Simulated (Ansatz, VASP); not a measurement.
**TaN in VASP and in Ansatz**

File INCAR:

```
SYSTEM = TaN
  PREC = Accurate
  ENCUT = 520
  EDIFF = 1E-6
  ISMEAR = -1
  SIGMA = 0.05
  LREAL = .FALSE.
  LASPH = .TRUE.
  NELM = 100
  ALGO = Normal
  ISIF = 2
  LWAVE = .FALSE.
  LCHARG = .TRUE.
  GGA = PE
  LELF = .TRUE.
  LVHAR = .TRUE.
  NBANDS = 15
```

Contents of KPOINTS:

```
Automatic mesh
0
G
  14 14 14
  0 0 0
```

File POSCAR:

```
TaN
1.0
    2.2932382457      0.0000000000      0.0000000000
    0.0000000000      2.2932382457      0.0000000000
    0.0000000000      0.0000000000      2.2932382457
Ta N
1 1
Direct
    0.0000000000      0.0000000000      0.0000000000
    0.5000000000      0.5000000000      0.5000000000
```

Input for Ansatz:

```yaml
crystal:
  lattice:
    - [2.2932382457, 0.0, 0.0]
    - [0.0, 2.2932382457, 0.0]
    - [0.0, 0.0, 2.2932382457]
  atoms:
    - { symbol: Ta, position: [0.0, 0.0, 0.0] }
    - { symbol: "N", position: [0.5, 0.5, 0.5] }
kpoints:
  mp_grid: { grid: [14, 14, 14] }
scf:
  occupations: { method: fermi_dirac, width: 0.05 }
hamiltonian:
  xc: pbe
  pseudopotentials: { kind: all_electron, lapw: { basis_error: 0.001 } }
output:
  forces: true
  stress: true
  eigenvalues: true
  populations: true
```

Change from the starting cell: volume scaled by 0.58, LAPW.

Alike in both runs: task single point; functional PBE; k mesh 14 × 14 × 14; occupations fermi-dirac, width 0.05 eV; no spin polarisation.

|  | VASP | Ansatz |
| --- | --- | --- |
| version | VASP 6.6.1 | Ansatz 0.2.0 |
| potentials or method | VASP PAW PBE potentials, release 64 (Ta_pv, N), cutoff 520 eV | all-electron LAPW, scalar-relativistic |

Ansatz gave:

| Quantity | Value |
| --- | --- |
| pressure (GPa) | 546.7 |

**Question.** What did VASP give for the same quantities?

**Answer.** Pressure (GPa): 569.3.

Both programs put the cell under a high pressure, so it lies far from rest at this level. Ansatz ran all-electron here, and VASP with PAW potentials.

Neither program's run includes spin-orbit coupling. Noted on VASP's run: the cell as given lies far from equilibrium.
